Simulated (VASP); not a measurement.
# HfO2 (Fm-3m) in VASP: notebook

Runs on HfO2. Level: PBE. Tasks: single point, relaxation of cell and atoms.

Program: VASP 6.6.1. These are calculated values, not measurements. Logs are shortened: lines on timing, memory, paths and dates and some standing lists are left out, and cuts for length are marked.

## Step 1: The cell of the first run

Symmetry: Fm-3m, No. 225, cubic system. The conventional cell has a = 5.098 Å, b = 5.098 Å, c = 5.098 Å, α = 90.00°, β = 90.00°, γ = 90.00°. Hf (site symmetry m-3m) has 8 O at 2.21 Å within 2.9 Å. O (site symmetry -43m) has 4 Hf at 2.21 Å and 6 O at 2.55 Å within 2.9 Å.

## Step 2: Single point, PBE

Contents of INCAR:

```
SYSTEM = HfO2
PREC = Accurate ; ENCUT = 520
EDIFF = 1E-6 ; ISMEAR = 0
SIGMA = 0.02 ; LREAL = .False.
LASPH = .True. ; NELM = 60
ALGO = Normal ; ISIF = 2
LWAVE = .False. ; LCHARG = .True.
GGA = PE ; LELF = .True.
LVHAR = .True. ; NBANDS = 18
```

Contents of KPOINTS:

```
regular mesh
0
Gamma
  8 8 8
  0 0 0
```

Contents of POSCAR:

```
HfO2
1.0
    0.0000000000      2.5491376190      2.5491376190
    2.5491376190      0.0000000000      2.5491376190
    2.5491376190      2.5491376190      0.0000000000
Hf O
1 2
Direct
    0.0000000000      0.0000000000      0.0000000000
    0.2500000000      0.2500000000      0.2500000000
    0.7500000000      0.7500000000      0.7500000000
```

Potentials or basis: VASP PAW PBE potentials, release 64 (Hf_pv, O).

Command:

```
> cat potpaw_PBE.64/Hf_pv/POTCAR potpaw_PBE.64/O/POTCAR > POTCAR
> mpirun -np 1 vasp_std > vasp.out
```

OUTCAR:

```text
SYSTEM = HfO2
   PREC = Accurate
   ENCUT = 520
   EDIFF = 1E-6
   ISMEAR = 0
   LREAL = .False.
   LASPH = .True.
   NELM = 60
   ISIF = 2
   GGA = PE

 ion  position               nearest neighbor table
   1  0.000  0.000  0.000-   2 2.21   3 2.21   3 2.21   3 2.21   3 2.21   2 2.21   2 2.21   2 2.21

   2  0.250  0.250  0.250-   1 2.21   1 2.21   1 2.21   1 2.21
   3  0.750  0.750  0.750-   1 2.21   1 2.21   1 2.21   1 2.21

  LATTYP: Found a face centered cubic cell.
 ALAT       =     5.0982752380

  Lattice vectors:

 A1 = (   0.0000000000,   2.5491376190,   2.5491376190)
 A2 = (   2.5491376190,   0.0000000000,   2.5491376190)
 A3 = (   2.5491376190,   2.5491376190,   0.0000000000)

Analysis of symmetry for initial positions (statically):
=====================================================================
 Subroutine PRICEL returns:
 Original cell was already a primitive cell.

 Routine SETGRP: Setting up the symmetry group for a
 face centered cubic supercell.

 Subroutine GETGRP returns: Found 48 space group operations
 (whereof 48 operations were pure point group operations)
 out of a pool of 48 trial point group operations.

The static configuration has the point symmetry O_h .

Analysis of symmetry for dynamics (positions and initial velocities):
=====================================================================
 Subroutine PRICEL returns:
 Original cell was already a primitive cell.

 Routine SETGRP: Setting up the symmetry group for a
 face centered cubic supercell.

 Subroutine GETGRP returns: Found 48 space group operations
 (whereof 48 operations were pure point group operations)
 out of a pool of 48 trial point group operations.

The dynamic configuration has the point symmetry O_h .

 Subroutine INISYM returns: Found 48 space group operations
 (whereof 48 operations are pure point group operations),
 and found     1 'primitive' translations

----------------------------------------------------------------------------------------

                                     Primitive cell

  volume of cell :      33.1291

  direct lattice vectors                    reciprocal lattice vectors
     0.000000000  2.549137619  2.549137619    -0.196144765  0.196144765  0.196144765
[... 79 lines left out ...]
   PREC   = accura    normal or accurate (medium, high low for compatibility)
   ISTART =      0    job   : 0-new  1-cont  2-samecut
   ICHARG =      2    charge: 1-file 2-atom 10-const
   ISPIN  =      1    spin polarized calculation?
   LNONCOLLINEAR =      F non collinear calculations
   LSORBIT =      F    spin-orbit coupling
   LASPH  =      T    aspherical Exc in radial PAW
   ENCUT  =  520.0 eV  38.22 Ry    6.18 a.u.   6.70  6.70  6.70*2*pi/ulx,y,z
   NELM   =     60;   NELMIN=  2; NELMDL= -5     # of ELM steps
   EDIFF  = 0.1E-05   stopping-criterion for ELM
   LREAL  =      F    real-space projection
   EDIFFG = 0.1E-04   stopping-criterion for IOM
   NSW    =      0    number of steps for IOM
   IBRION =     -1    ionic relax: 0-MD 1-quasi-New 2-CG
   NFREE  =      0    steps in history (QN), initial steepest desc. (CG)
   ISIF   =      2    stress and relaxation
   ISYM   =      2    0-nonsym 1-usesym 2-fastsym
   POTIM  = 0.5000    time-step for ionic-motion
   TEBEG  =    0.0;   TEEND  =   0.0 temperature during run
   PSTRESS=    0.0 pullay stress
   NELECT =      22.0000    total number of electrons
   NUPDOWN=      -1.0000    fix difference up-down
   EMIN   =  10.00;   EMAX   =-10.00  energy-range for DOS
   EFERMI =   0.00;   METHOD = LEGACY
   ISMEAR =     0;   SIGMA  =   0.02  broadening in eV -4-tet -1-fermi 0-gaus
   EFERMI_NEDOS =   21; number of points for ismear=-14 and -15
   IALGO  =     38    algorithm
   IMIX   =      4    mixing-type and parameters
     AMIX     =   0.40;   BMIX     =  1.00
     AMIX_MAG =   1.60;   BMIX_MAG =  1.00
  volume/ion in A,a.u.               =      11.04        74.52
  Fermi-wavevector in a.u.,A,eV,Ry     =   1.428277  2.699052 27.755548  2.039975
  Thomas-Fermi vector in A             =   2.548356
   LORBIT       =      0    0 simple, 1 ext, 2 COOP (PROOUT), +10 PAW based schemes
   GGA     = PE    functional components
   LHFCALC =     F    Hartree Fock is set to
   AEXX    =    0.0000 exact exchange contribution
   IVDW    =     0    specifies the selected vdW correction
   LEPSILON=     F    determine dielectric tensor
   LRPA    =     F    only Hartree local field effects (RPA)
 non-spin polarized calculation
 Gauss-broadening in eV      SIGMA  =   0.02
  energy-cutoff  :      520.00
  volume of cell :       33.13
 maximum number of plane-waves:       911
   NGX = 13   NGY = 13   NGZ = 13

 number of electron      21.9999992 magnetization

 Free energy of the ion-electron system (eV)
  ---------------------------------------------------
  ext. energy  EPLUGINS =         0.00000000
  ---------------------------------------------------
  free energy    TOTEN  =       -30.24306157 eV

  energy without entropy =      -30.24306157  energy(sigma->0) =      -30.24306157

 E-fermi :   4.2490     XC(G=0): -11.7496

 val. band max:        4.1371646137   @ k =   0.5000   0.5000   0.0000
 cond. band min:       7.8933901505   @ k =   0.5000   0.5000   0.0000
 fundamental gap:      3.7562255367
 Fermi energy:         4.2490460920

 k-point     1 :       0.0000    0.0000    0.0000
  band No.  band energies     occupation
      1     -25.6276      2.00000
      2     -25.6276      2.00000
      3     -25.6276      2.00000
      4     -14.4917      2.00000
      5     -11.5413      2.00000
      6      -1.1036      2.00000
[... 481 lines left out ...]
      5     -12.4247      2.00000
      6      -0.6077      2.00000
[... 10 lines left out ...]
     17      15.0209      0.00000
     18      16.9612      0.00000

 [... further k-points ...]
[... 5 lines left out ...]
  --------------------------------------------------------------------------------------
  -------------------------------------------------------------------------------------
  Total       -0.7689686     -0.7689686     -0.7689686      0.0000000      0.0000000      0.0000000
  in kB      -37.1885591    -37.1885591    -37.1885591      0.0000000      0.0000000      0.0000000
  external PRESSURE =     -37.1885591 kB  Pullay stress =       0.0000000 kB

 VOLUME and BASIS-vectors are now :
 -----------------------------------------------------------------------------
  energy-cutoff  :      520.00
  volume of cell :       33.13
      direct lattice vectors                 reciprocal lattice vectors
     0.000000000  2.549137619  2.549137619    -0.196144765  0.196144765  0.196144765
     2.549137619  0.000000000  2.549137619     0.196144765 -0.196144765  0.196144765
     2.549137619  2.549137619  0.000000000     0.196144765  0.196144765 -0.196144765

 POSITION                                       TOTAL-FORCE (eV/Angst)
 -----------------------------------------------------------------------------------
      0.00000      0.00000      0.00000        -0.000000     -0.000000     -0.000000
      1.27457      1.27457      1.27457         0.000000     -0.000000     -0.000000
      3.82371      3.82371      3.82371         0.000000      0.000000      0.000000
 -----------------------------------------------------------------------------------
    total drift:                                0.000000      0.000000      0.000000

  FREE ENERGIE OF THE ION-ELECTRON SYSTEM (eV)
  ---------------------------------------------------
  free  energy   TOTEN  =       -30.2430615671 eV

  energy  without entropy=      -30.2430615671  energy(sigma->0) =      -30.24306157
```

OSZICAR:

```text
N       E                     dE             d eps       ncg     rms          rms(c)
DAV:   1     0.933892407201E+02    0.93389E+02   -0.12670E+04  1044   0.121E+03
DAV:   2    -0.318799875482E+02   -0.12527E+03   -0.12017E+03  1358   0.288E+02
DAV:   3    -0.360271951559E+02   -0.41472E+01   -0.41280E+01  1180   0.464E+01
DAV:   4    -0.360524989858E+02   -0.25304E-01   -0.25296E-01  1284   0.396E+00
DAV:   5    -0.360526562702E+02   -0.15728E-03   -0.15728E-03  1172   0.299E-01    0.462E+01
DAV:   6    -0.303842678376E+02    0.56684E+01   -0.20496E+01  1064   0.322E+01    0.405E+01
DAV:   7    -0.302835823341E+02    0.10069E+00   -0.67956E-01  1204   0.675E+00    0.287E+01
DAV:   8    -0.302676574201E+02    0.15925E-01   -0.32379E-01  1124   0.516E+00    0.995E+00
DAV:   9    -0.302427347993E+02    0.24923E-01   -0.73251E-02  1102   0.230E+00    0.268E+00
DAV:  10    -0.302430103529E+02   -0.27555E-03   -0.35053E-03  1170   0.448E-01    0.160E-01
DAV:  11    -0.302430467548E+02   -0.36402E-04   -0.18392E-04  1192   0.115E-01    0.217E-01
DAV:  12    -0.302430606199E+02   -0.13865E-04   -0.40252E-05  1154   0.423E-02    0.122E-02
DAV:  13    -0.302430615671E+02   -0.94727E-06   -0.14925E-06  1128   0.915E-03
   1 F= -.30243062E+02 E0= -.30243062E+02  d E =-.169684E-17
```

stdout:

```text
POSCAR found type information on POSCAR HfO
 POSCAR found :  2 types and       3 ions
 scaLAPACK will be used
 LDA part: xc-table for (Slater+PW92), standard interpolation
 POSCAR, INCAR and KPOINTS ok, starting setup
 FFT: planning ... GRIDC
 FFT: planning ... GRID_SOFT
 FFT: planning ... GRID
 WAVECAR not read
 entering main loop
```

Run time: 19 s. Hardware: 1 thread of Intel Xeon Platinum 8259CL at 2.50GHz (Skylake/Cascade Lake), shared host; peak memory 0.16 GiB.

Results:

| Item | Value |
| --- | --- |
| Free energy | -30.2431 eV |
| Pressure | -3.7 GPa |
| Band gap on the k mesh | 3.76 eV, direct |

Caveat: spin-orbit coupling is left out, which moves the levels of the heavy elements.

## Step 3: Relaxation of cell and atoms, PBE

This run uses another cell than the first one, of 11.16 Å³/atom, 1.010 times its volume.

Contents of INCAR:

```
SYSTEM = HfO2
PREC = Accurate
ENCUT = 600
EDIFF = 1E-7
ISMEAR = 0
SIGMA = 0.02
LREAL = .False.
LASPH = .True.
NELM = 60
ALGO = Normal
ISIF = 3
LWAVE = .False.
LCHARG = .False.
GGA = PE
IBRION = 2
NSW = 80
EDIFFG = -0.01
```

KPOINTS is that of step 2.

Contents of POSCAR:

```
HfO2
1.0
    0.0000000000      2.5579141804      2.5579141804
    2.5579141804      0.0000000000      2.5579141804
    2.5579141804      2.5579141804      0.0000000000
Hf O
1 2
Direct
    0.0000000000      0.0000000000      0.0000000000
    0.2500000000      0.2500000000      0.2500000000
    0.7500000000      0.7500000000      0.7500000000
```

Potentials or basis: VASP PAW PBE potentials, release 64 (Hf_pv, O).

Command:

```
> cat potpaw_PBE.64/Hf_pv/POTCAR potpaw_PBE.64/O/POTCAR > POTCAR
> mpirun -np 1 vasp_std > vasp.out
```

Wall time 64 s (1 thread of Intel Xeon Platinum 8259CL at 2.50GHz (Skylake/Cascade Lake), shared host); peak memory 0.18 GiB.

It converged, with:

- Free energy: -30.2561 eV
- Relaxed volume: 10.87 Å³/atom
- Relaxed cell: a = 3.586 Å, b = 3.586 Å, c = 3.586 Å, α = 60.00°, β = 60.00°, γ = 60.00°
- Space group after relaxing (to 0.05 Å): Fm-3m (No. 225)
- Energy gained by relaxing: 6.0 meV/atom
- Ionic steps: 3
- Pressure after relaxing: -0.1 GPa
- Band gap on the k mesh: 3.80 eV, direct

Step by step:
```csv
step,energy change (eV),largest force (eV/Å),pressure (GPa),volume (Å³)
1,0.0000,0.0000,-6.34,33.47
2,0.0201,0.0000,10.39,31.38
3,-0.0179,0.0000,-0.06,32.60
```

Final structure:
```
CELL_PARAMETERS angstrom
0.00000 2.53546 2.53546
2.53546 0.00000 2.53546
2.53546 2.53546 0.00000
ATOMIC_POSITIONS crystal
Hf 0.00000 0.00000 0.00000
O 0.25000 0.25000 0.25000
O 0.75000 0.75000 0.75000
```

Levels at points of the mesh, in eV from the valence-band top:
```tsv
k point	band 7	band 8	band 9	band 10	band 11	band 12	band 13	band 14	band 15
(0.00, 0.00, 0.00)	-5.34	-5.34	-0.61	-0.61	-0.61	3.88	3.88	5.83	10.42
(0.50, 0.00, 0.00)	-4.30	-3.04	-2.73	-1.83	-1.83	4.61	4.61	6.98	9.07
(0.50, 0.50, 0.00)	-3.46	-3.46	-1.53	-1.53	0.00	3.80	5.50	6.63	8.16
```

Caveat: spin-orbit coupling is left out, which moves the levels of the heavy elements. A k mesh can miss the band edges.
